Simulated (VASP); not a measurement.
Set up this calculation in VASP 6.6.1, as the native input.

```
Task                   : single point
Functional             : PBE
Potentials or basis    : VASP PAW PBE potentials, release 64 (Sr_sv, O)
Cutoff                 : 520 eV
k mesh                 : 9 × 9 × 4
Occupations            : gaussian, width 0.05 eV
Spin                   : no spin polarisation
Dipole correction      : no
Further INCAR settings : ALGO = Normal; EDIFF = 1e-06; NBANDS = 24
```

The structure of SrO lies in POSCAR:

```
SrO
1.0
    3.5769478779      0.0000000000      0.0000000000
   -1.7884739390      3.0977277303      0.0000000000
    0.0000000000      0.0000000000      6.2426216355
Sr O
2 2
Direct
    0.3333333333      0.6666666667      0.2500000000
    0.6666666667      0.3333333333      0.7500000000
   -0.0429059686     -0.0460014606      0.0000000000
    0.0429059686      0.0460014606      0.5000000000
```

This cell differs from its parent crystal: mode 6 frozen in at -0.071 Å and mode 7 at -0.142 Å (largest displacements).

The input as run:

INCAR

```
ALGO = Normal ; EDIFF = 1E-6
ENCUT = 520 ; GGA = PE
ISIF = 2 ; ISMEAR = 0
LASPH = T ; LCHARG = F
LREAL = F ; LWAVE = F
NBANDS = 24 ; NELM = 100
PREC = Accurate ; SIGMA = 0.05
```

KPOINTS

```
k-points
0
Gamma
  9 9 4
```

Potentials or basis: VASP PAW PBE potentials, release 64 (Sr_sv, O).

Run with:

```sh
$ cat potpaw_PBE.64/Sr_sv/POTCAR potpaw_PBE.64/O/POTCAR > POTCAR
$ mpirun -np 1 vasp_std > vasp.out
```

It gave:

| Property | Result |
| --- | --- |
| Pressure | 1.2 GPa |
| Largest force | 0.336 eV/Å |
| Band gap on the k mesh | 3.03 eV, direct |

Caveat: the cell differs from its parent crystal (mode 6 frozen in at -0.071 Å and mode 7 at -0.142 Å (largest displacements)).

It took 94 s on 1 thread of Intel(R) Xeon(R) 6975P-C (Granite Rapids), with other jobs on the host, peak memory 0.3 GiB.
